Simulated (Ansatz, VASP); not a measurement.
One calculation of ZrSiRu4, two programs

```
CELL_PARAMETERS angstrom
4.33556 0.00000 0.00000
-2.16778 3.75470 0.00000
0.00000 0.00000 5.64041
ATOMIC_POSITIONS crystal
Zr 0.00000 0.00000 0.50000
Si 0.00000 0.00000 0.00000
Ru 0.33333 0.66667 0.77915
Ru 0.33333 0.66667 0.22085
Ru 0.66667 0.33333 0.77915
Ru 0.66667 0.33333 0.22085
```

Change from the starting cell: species swapped into the TiCrB4 type (P6/mmm, No. 191).

Alike in both runs: functional PBE; k mesh 6 × 6 × 4; occupations gaussian, width 0.1 eV; no spin polarisation.

Ansatz relaxed the structure, and its values are those at the end. VASP's run is a single point on that final structure, the one shown.

```csv
,VASP,Ansatz
version,VASP 6.6.1,Ansatz 0.2.0
potentials or method,"VASP PAW PBE potentials, release 64 (Zr_sv, Si, Ru_pv), cutoff 520 eV","scalar-relativistic, plane waves, PAW"
valence electrons in the cell,72,80
```

Ansatz gave:

* gap on the k mesh at the Fermi level (eV): none
* pressure (GPa): 0.2
* rms of the force components (eV/Å): 0.002

Estimate VASP's values.

gap on the k mesh at the Fermi level (eV): none; pressure (GPa): 0.3; rms of the force components (eV/Å): 0.006.

A gap of «none» marks a metal or a gap that the smearing closes. VASP's potentials hold 72 valence electrons a cell and Ansatz's 80, so a difference there can come from the potentials and not from the codes.
